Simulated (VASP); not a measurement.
# PtS2 (P-3m1) in VASP: further runs, part 2 of 2

VASP 6.6.1. The steps go on from the part before.

### 3 Single point, PBE

This run uses another cell than the first one, of 17.54 Å³/atom, 0.906 times its volume.

File INCAR:

```
SYSTEM = PtS2
PREC     = Accurate       ! precision mode
ENCUT    = 520            ! plane-wave cutoff, eV
EDIFF    = 1E-7           ! SCF threshold, eV
ISMEAR   = -1             ! smearing method
SIGMA    = 0.05           ! smearing width, eV
LREAL    = .False.        ! projectors in reciprocal space
LASPH    = .True.         ! aspherical terms in the spheres
NELM     = 60             ! most SCF steps
ALGO     = Normal         ! electronic algorithm
ISIF     = 2              ! what is computed and relaxed
LWAVE    = .False.        ! write WAVECAR
LCHARG   = .False.        ! write CHGCAR
GGA      = PE             ! functional
NBANDS   = 18             ! bands
```

File KPOINTS:

```
Automatic mesh
0
Gamma
  7 7 5
  0 0 0
```

File POSCAR:

```
PtS2
1.0
    3.4723360000      0.0000000000      0.0000000000
   -1.7361680000      3.0071311865      0.0000000000
    0.0000000000      0.0000000000      5.0388000000
Pt S
1 2
Direct
    0.0000000000      0.0000000000      0.0000000000
    0.6666666667      0.3333333333      0.7730000000
    0.3333333333      0.6666666667      0.2270000000
```

Potentials or basis: VASP PAW PBE potentials, release 64 (Pt, S).

On the command line:

```sh
> cat potpaw_PBE.64/Pt/POTCAR potpaw_PBE.64/S/POTCAR > POTCAR
> mpirun -np 1 vasp_std > vasp.out
```

OUTCAR:

```text
SYSTEM = PtS2
   PREC = Accurate
   ENCUT = 520
   EDIFF = 1E-7
   ISMEAR = -1
   LREAL = .False.
   LASPH = .True.
   NELM = 60
   ISIF = 2
   GGA = PE

 ion  position               nearest neighbor table
   1  0.000  0.000  0.000-   2 2.31   3 2.31   2 2.31   3 2.31   2 2.31   3 2.31
   2  0.667  0.333  0.773-   1 2.31   1 2.31   1 2.31
   3  0.333  0.667  0.227-   1 2.31   1 2.31   1 2.31

  LATTYP: Found a hexagonal cell.
 ALAT       =     3.4723360000
 C/A-ratio  =     1.4511268495

  Lattice vectors:

 A1 = (   3.4723360000,   0.0000000000,   0.0000000000)
 A2 = (  -1.7361680000,   3.0071311865,   0.0000000000)
 A3 = (   0.0000000000,   0.0000000000,   5.0388000000)

Analysis of symmetry for initial positions (statically):
=====================================================================
 Subroutine PRICEL returns:
 Original cell was already a primitive cell.

 Routine SETGRP: Setting up the symmetry group for a
 hexagonal supercell.

 Subroutine GETGRP returns: Found 12 space group operations
 (whereof 12 operations were pure point group operations)
 out of a pool of 24 trial point group operations.

The static configuration has the point symmetry D_3d.

Analysis of symmetry for dynamics (positions and initial velocities):
=====================================================================
 Subroutine PRICEL returns:
 Original cell was already a primitive cell.

 Routine SETGRP: Setting up the symmetry group for a
 hexagonal supercell.

 Subroutine GETGRP returns: Found 12 space group operations
 (whereof 12 operations were pure point group operations)
 out of a pool of 24 trial point group operations.

The dynamic configuration has the point symmetry D_3d.

 Subroutine INISYM returns: Found 12 space group operations
 (whereof 12 operations are pure point group operations),
 and found     1 'primitive' translations

----------------------------------------------------------------------------------------
[... 109 lines left out ...]
   EFERMI =   0.00;   METHOD = LEGACY
   ISMEAR =    -1;   SIGMA  =   0.05  broadening in eV -4-tet -1-fermi 0-gaus
   EFERMI_NEDOS =   21; number of points for ismear=-14 and -15
   IALGO  =     38    algorithm
   IMIX   =      4    mixing-type and parameters
     AMIX     =   0.40;   BMIX     =  1.00
     AMIX_MAG =   1.60;   BMIX_MAG =  1.00
  volume/ion in A,a.u.               =      17.54       118.35
  Fermi-wavevector in a.u.,A,eV,Ry     =   1.224189  2.313383 20.390234  1.498640
  Thomas-Fermi vector in A             =   2.359273
   LORBIT       =      0    0 simple, 1 ext, 2 COOP (PROOUT), +10 PAW based schemes
   GGA     = PE    functional components
   LHFCALC =     F    Hartree Fock is set to
   AEXX    =    0.0000 exact exchange contribution
   IVDW    =     0    specifies the selected vdW correction
   LEPSILON=     F    determine dielectric tensor
   LRPA    =     F    only Hartree local field effects (RPA)
 non-spin polarized calculation
  energy-cutoff  :      520.00
  volume of cell :       52.61
 maximum number of plane-waves:      1441
 NGX is ok and might be reduce to    28
   NGX = 13   NGY = 13   NGZ = 19

 number of electron      22.0000001 magnetization

 Free energy of the ion-electron system (eV)
  ---------------------------------------------------
  ext. energy  EPLUGINS =         0.00000000
  ---------------------------------------------------
  free energy    TOTEN  =       -15.04344387 eV

  energy without entropy =      -15.04344003  energy(sigma->0) =      -15.04344195

 E-fermi :   7.7928     XC(G=0): -10.7646

 val. band max:        7.2996176927   @ k =   0.0000   0.1429   0.2000
 cond. band min:       8.3054755617   @ k =   0.0000   0.2857   0.2000
 fundamental gap:      1.0058578690
 Fermi energy:         7.7928339106

 k-point     1 :       0.0000    0.0000    0.0000
  band No.  band energies     occupation
      1      -8.6408      2.00000
      2      -5.2076      2.00000
      3      -0.0683      2.00000
      4      -0.0683      2.00000
      5      -0.0040      2.00000
      6       3.0807      2.00000
[... 481 lines left out ...]
      5       1.1710      2.00000
      6       2.2052      2.00000
[... 10 lines left out ...]
     17      17.2219      0.00000
     18      17.4836      0.00000

 [... further k-points ...]
[... 5 lines left out ...]
  --------------------------------------------------------------------------------------
  -------------------------------------------------------------------------------------
  Total        7.2667051      7.2667051      5.2180749      0.0000000      0.0000000      0.0000000
  in kB      221.2824031    221.2824031    158.8984463      0.0000000      0.0000000      0.0000000
  external PRESSURE =     200.4877508 kB  Pullay stress =       0.0000000 kB

 VOLUME and BASIS-vectors are now :
 -----------------------------------------------------------------------------
  energy-cutoff  :      520.00
  volume of cell :       52.61
      direct lattice vectors                 reciprocal lattice vectors
     3.472336000  0.000000000  0.000000000     0.287990563  0.166271429  0.000000000
    -1.736168000  3.007131187  0.000000000     0.000000000  0.332542858  0.000000000
     0.000000000  0.000000000  5.038800000     0.000000000  0.000000000  0.198459951

 POSITION                                       TOTAL-FORCE (eV/Angst)
 -----------------------------------------------------------------------------------
      0.00000      0.00000      0.00000        -0.000000      0.000000      0.000000
      1.73617      1.00238      3.89499         0.000000     -0.000000     -1.893433
     -0.00000      2.00475      1.14381        -0.000000      0.000000      1.893433
 -----------------------------------------------------------------------------------
    total drift:                                0.000000     -0.000000      0.000000

  FREE ENERGIE OF THE ION-ELECTRON SYSTEM (eV)
  ---------------------------------------------------
  free  energy   TOTEN  =       -15.0434438662 eV

  energy  without entropy=      -15.0434400336  energy(sigma->0) =      -15.04344195
```

OSZICAR:

```text
N       E                     dE             d eps       ncg     rms          rms(c)
DAV:   1     0.112652333349E+03    0.11265E+03   -0.10480E+04  1168   0.109E+03
DAV:   2    -0.111596559351E+02   -0.12381E+03   -0.11946E+03  1426   0.223E+02
DAV:   3    -0.164013630288E+02   -0.52417E+01   -0.52075E+01  1468   0.463E+01
DAV:   4    -0.164548520365E+02   -0.53489E-01   -0.53462E-01  1484   0.512E+00
DAV:   5    -0.164557047190E+02   -0.85268E-03   -0.85260E-03  1502   0.641E-01    0.223E+01
DAV:   6    -0.152272178616E+02    0.12285E+01   -0.59352E+00  1210   0.238E+01    0.136E+01
DAV:   7    -0.150720526973E+02    0.15517E+00   -0.10626E+00  1196   0.103E+01    0.673E+00
DAV:   8    -0.150454863011E+02    0.26566E-01   -0.49035E-02  1290   0.193E+00    0.110E+00
DAV:   9    -0.150431889723E+02    0.22973E-02   -0.95642E-03  1340   0.957E-01    0.168E-01
DAV:  10    -0.150433938488E+02   -0.20488E-03   -0.97468E-04  1480   0.224E-01    0.129E-01
DAV:  11    -0.150434351160E+02   -0.41267E-04   -0.59985E-05  1326   0.580E-02    0.428E-02
DAV:  12    -0.150434430036E+02   -0.78876E-05   -0.30956E-05  1318   0.487E-02    0.206E-02
DAV:  13    -0.150434433772E+02   -0.37362E-06   -0.26911E-06  1436   0.135E-02    0.606E-03
DAV:  14    -0.150434437964E+02   -0.41916E-06   -0.11421E-06  1348   0.593E-03    0.231E-03
DAV:  15    -0.150434438662E+02   -0.69776E-07   -0.75859E-08   910   0.270E-03
   1 F= -.15043444E+02 E0= -.15043442E+02  d E =-.383261E-05
```

It took 39 s on 1 thread of Intel Xeon Platinum 8375C at 2.90GHz (Ice Lake), shared host; peak memory 0.19 GiB.

Results:

| Property | Result |
| --- | --- |
| Free energy | -15.0434 eV |
| Pressure | 20.0 GPa |
| Largest force | 1.893 eV/Å |
| Band gap on the k mesh | 1.01 eV, indirect (least direct gap 1.31 eV) |

Forces in eV/Å, atoms in the order of the input:
```
Pt   0.000  0.000  0.000
S    0.000  0.000 -1.893
S    0.000  0.000  1.893
```

Stress tensor (GPa, compression positive):
```
22.13  0.00  0.00
 0.00 22.13  0.00
 0.00  0.00 15.89
```

Levels at points of the mesh, in eV from the valence-band top:
```tsv
k point	band 8	band 9	band 10	band 11	band 12	band 13	band 14	band 15
(0.00, 0.00, 0.00)	-1.90	-1.13	-1.13	-0.19	2.65	2.65	4.83	6.20
```

Caveat: spin-orbit coupling is left out, which moves the levels of the heavy elements; forces of over 1 eV/Å act on the atoms, so gaps and moduli don't describe the material at rest. A k mesh can miss the band edges.
